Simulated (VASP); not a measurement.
Here is a VASP 6.6.1 calculation.

The input INCAR:

```
  PREC = Accurate
  ENCUT = 520
  EDIFF = 1E-6
  ISMEAR = -1
  SIGMA = 0.01
  LREAL = F
  LASPH = T
  NELM = 60
  ALGO = Normal
  ISIF = 2
  LWAVE = F
  LCHARG = F
  GGA = PS
  NBANDS = 33
```

Contents of KPOINTS:

```
regular mesh
0
Gamma
  6 6 9
```

The input POSCAR:

```
TaN
1.0
    5.1440408582      0.0000000000      0.0000000000
   -2.5720204291      4.4548700613      0.0000000000
    0.0000000000      0.0000000000      2.9110000000
Ta N
3 3
Direct
    0.3333333333      0.6666666667      0.5000000000
    0.6666666667      0.3333333333      0.5000000000
    0.0000000000      0.0000000000      0.0000000000
    0.3928500000      0.0000000000      0.0000000000
    0.6071500000      0.6071500000      0.0000000000
    0.0000000000      0.3928500000      0.0000000000
```

Potentials or basis: VASP PAW PBE potentials, release 64 (Ta_pv, N).

Command:

```bash
$ cat potpaw_PBE.64/Ta_pv/POTCAR potpaw_PBE.64/N/POTCAR > POTCAR
$ mpirun -np 1 vasp_std > vasp.out
```

Task: What does it give for the band gap on the k mesh?

Result: Zero (bands 24 and 25 overlap by 2.96 eV).

Task: Estimate the pressure.

Result: 3.7 GPa.

Stress tensor (GPa, compression positive):
```
 5.61  0.00  0.00
 0.00  5.61  0.00
 0.00  0.00 -0.06
```

Caveat: the cell differs from its parent crystal (equal xx and yy strain of -1 %); the stress differs along the axes, from -0 to 6 GPa; the PAW data sets were made with another functional, which shifts forces and pressure a little; spin-orbit coupling is left out, which moves the levels of the heavy elements.
